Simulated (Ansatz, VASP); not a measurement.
One calculation of Ca, two programs

```
CELL_PARAMETERS angstrom
0.00000 2.66938 2.66938
2.66938 0.00000 2.66938
2.66938 2.66938 0.00000
ATOMIC_POSITIONS crystal
Ca 0.00000 0.00000 0.00000
```

Alike in both runs: functional LDA; k mesh 14 × 14 × 14; occupations gaussian, width 0.1 eV; no spin polarisation.

Ansatz relaxed the structure, and its values are those at the end. VASP's run is a single point on that final structure, the one shown.

|  | VASP | Ansatz |
| --- | --- | --- |
| version | VASP 6.6.1 | Ansatz 0.2.0 |
| potentials or method | VASP PAW LDA potentials, release 64 (Ca_sv), cutoff 520 eV | scalar-relativistic, plane waves, PAW |
| valence electrons in the cell | 10 | 10 |

```csv
,VASP,Ansatz,Ansatz less VASP
gap on the k mesh at the Fermi level (eV),none,none,-
pressure (GPa),0.0,0.0,-0.01
```

LDA's correlation is that of Perdew and Zunger in VASP and of Perdew and Wang (1992) in Ansatz. A gap of «none» marks a metal or a gap that the smearing closes.
